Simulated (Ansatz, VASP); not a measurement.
**Si6Ge in VASP and in Ansatz**

```
Si Ge
1.0
     2.55184   -2.48819    0.03339
     2.55184    2.48819    0.03339
    -0.11868    0.00000    9.06326
Si Ge
6 1
Direct
  0.74958 0.25042 0.00000
  0.25042 0.74958 0.00000
  0.50002 0.00002 0.73991
  0.99998 0.49998 0.26009
  0.49998 0.99998 0.26009
  0.00002 0.50002 0.73991
  0.50000 0.50000 0.50000
```

Alike in both runs: functional PBE; k mesh 10 × 10 × 4; occupations gaussian, width 0.1 eV; no spin polarisation.

Ansatz relaxed the structure, and its values are those at the end. VASP's run is a single point on that final structure, the one shown.

```csv
,VASP,Ansatz
version,VASP 6.6.1,Ansatz 0.2.0
potentials or method,"VASP PAW PBE potentials, release 64 (Si, Ge_d), cutoff 520 eV","scalar-relativistic, plane waves, PAW"
valence electrons in the cell,38,38
```

|  | VASP | Ansatz | Ansatz less VASP |
| --- | --- | --- | --- |
| gap on the k mesh at the Fermi level (eV) | none | none | - |
| pressure (GPa) | 0.0 | 0.0 | +0.02 |

A gap of «none» marks a metal or a gap that the smearing closes.
